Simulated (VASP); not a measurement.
The system is GaSb (zinc blende type).

```xyz
2
Lattice="0.0000 3.1100 3.1100 3.1100 0.0000 3.1100 3.1100 3.1100 0.0000" Properties=species:S:1:pos:R:3 pbc="T T T"
Ga    0.0000    0.0000    0.0000
Sb    1.5550    1.5550    1.5550
```

Base run:

| Item | Value |
| --- | --- |
| Program | VASP 6.6.1 |
| Functional | r2SCAN |
| Potentials or basis | VASP PAW PBE potentials, release 64 (Ga_d, Sb) |
| Cutoff | 520 eV |
| k mesh | 6 × 6 × 6 |
| Occupations | fermi-dirac, width 0.02 eV |
| Spin | no spin polarisation |

Its results: band gap on the k mesh 0.08 eV; pressure -2.0 GPa.

Q: The run is repeated on the same cell with these changes: functional from r2SCAN to PBE. What comes out?

A: Band gap on the k mesh zero (filled and empty bands touch); pressure 0.0 GPa.

Caveats: semilocal functionals underestimate gaps, and a narrow one can read as zero; spin-orbit coupling is left out, which moves the levels of the heavy elements; the PAW data sets were made with another functional, which shifts forces and pressure a little (at least some runs).

A k mesh can miss the band edges.
